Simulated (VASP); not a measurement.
Wanted: the native input for a VASP 6.6.1 run.

```
Task                   : single point
Functional             : LDA
Potentials or basis    : VASP PAW LDA potentials, release 64 (Al, Ga_d, N)
Cutoff                 : 520 eV
k mesh                 : 6 × 6 × 6
Occupations            : gaussian, width 0.01 eV
Spin                   : no spin polarisation
Dipole correction      : no
Further INCAR settings : ALGO = Normal; EDIFF = 1e-06; NBANDS = 41
```

The structure of AlGa3N4 lies in POSCAR:

```
AlGa3N4
1.0
    4.4269712081      0.0000000000      0.0000000000
    0.0000000000      4.4269712081      0.0000000000
    0.0000000000      0.0000000000      4.4269712081
Al Ga N
1 3 4
Direct
    0.0000000000      0.0000000000      0.0000000000
    0.5000000000      0.5000000000      0.0000000000
    0.5000000000      0.0000000000      0.5000000000
    0.0000000000      0.5000000000      0.5000000000
    0.7548198296      0.7548198296      0.2451801704
    0.7548198296      0.2451801704      0.7548198296
    0.2451801704      0.7548198296      0.7548198296
    0.2451801704      0.2451801704      0.2451801704
```

One way to write it, as run:

INCAR

```
SYSTEM = AlGa3N4
PREC = Accurate
ENCUT = 520
EDIFF = 1E-6
ISMEAR = 0
SIGMA = 0.01
LREAL = .FALSE.
LASPH = .TRUE.
NELM = 100
ALGO = Normal
ISIF = 2
LWAVE = .FALSE.
LCHARG = .TRUE.
GGA = CA
LELF = .TRUE.
LVHAR = .TRUE.
NBANDS = 41
```

KPOINTS

```
Automatic mesh
0
G
  6 6 6
  0 0 0
```

Potentials or basis: VASP PAW LDA potentials, release 64 (Al, Ga_d, N).

Command:

```bash
$ cat potpaw_LDA.64/Al/POTCAR potpaw_LDA.64/Ga_d/POTCAR potpaw_LDA.64/N/POTCAR > POTCAR
$ mpirun -np 1 vasp_std > vasp.out
```

It gave:

The pressure is 1.0 GPa, the largest force is 0.029 eV/Å and the band gap on the k mesh is 2.57 eV, direct.

It took 39 s on 1 thread of Intel(R) Xeon(R) 6975P-C (Granite Rapids) (shared host), peak memory 0.2 GiB.
